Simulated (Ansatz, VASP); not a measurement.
## Two plane-wave programs on Ag

POSCAR

```
Ag
1.0
    0.0000000000      2.0022380000      2.0431000000
    2.0431000000      0.0000000000      2.0431000000
    2.0431000000      2.0022380000      0.0000000000
Ag
1
Direct
    0.0000000000      0.0000000000      0.0000000000
```

INCAR.step1

```
ALGO     = Normal         # electronic algorithm
EDIFF    = 1E-4           # SCF threshold, eV
ENCUT    = 520            # plane-wave cutoff, eV
GGA      = PE             # functional
ISMEAR   = 0              # smearing method
LASPH    = T              # aspherical terms in the spheres
LCHARG   = F              # write CHGCAR
LREAL    = F              # projectors in reciprocal space
LWAVE    = T              # write WAVECAR
NBANDS   = 12             # bands
NELM     = 100            # most SCF steps
PREC     = Accurate       # precision mode
SIGMA    = 0.15           # smearing width, eV
```

Contents of INCAR.step2:

```
ALGO     = Normal         # electronic algorithm
EDIFF    = 1E-7           # SCF threshold, eV
ENCUT    = 520            # plane-wave cutoff, eV
ISIF     = 2              # what is computed and relaxed
ISMEAR   = 0              # smearing method
ISTART   = 1            
LASPH    = T              # aspherical terms in the spheres
LCHARG   = F              # write CHGCAR
LMIXTAU  = T            
LREAL    = F              # projectors in reciprocal space
LWAVE    = F              # write WAVECAR
METAGGA  = R2SCAN         # meta-GGA
NBANDS   = 12             # bands
NELM     = 100            # most SCF steps
PREC     = Accurate       # precision mode
SIGMA    = 0.15           # smearing width, eV
```

KPOINTS

```
k-points
0
Gamma
  20 20 20
```

Input for Ansatz:

```yaml
crystal:
  lattice:
    - [0.0, 2.002238, 2.0431]
    - [2.0431, 0.0, 2.0431]
    - [2.0431, 2.002238, 0.0]
  atoms:
    - { symbol: Ag, position: [0.0, 0.0, 0.0] }
basis:
  ecutwfc: 500
kpoints:
  mp_grid: { grid: [20, 20, 20] }
hamiltonian:
  xc: r2scan
scf:
  occupations: { method: gaussian, width: 0.15 }
output:
  forces: true
  stress: true
  eigenvalues: true
```

Change from the starting cell: strain -0.0200 x Voigt [0, 1, 0, 0, 0, 0], atoms carried along.

Alike in both runs: task single point; functional r2SCAN; k mesh 20 × 20 × 20; occupations gaussian, width 0.15 eV; no spin polarisation.

|  | VASP | Ansatz |
| --- | --- | --- |
| version | VASP 6.6.1 | Ansatz 0.2.0 |
| potentials or method | VASP PAW PBE potentials, release 64 (Ag), cutoff 520 eV | scalar-relativistic, plane waves, PAW |
| valence electrons in the cell | 11 | 19 |

|  | VASP | Ansatz | Ansatz less VASP |
| --- | --- | --- | --- |
| gap on the k mesh at the Fermi level (eV) | none | none | - |
| pressure (GPa) | 4.0 | 3.8 | -0.19 |
| traceless stress, the component that is largest in VASP (GPa) | 0.51 | 0.50 | -0.010 |

VASP's potentials were made for PBE, not for r2SCAN. A gap of «none» marks a metal or a gap that the smearing closes. VASP's potentials hold 11 valence electrons a cell and Ansatz's 19, so a difference there can come from the potentials and not from the codes.
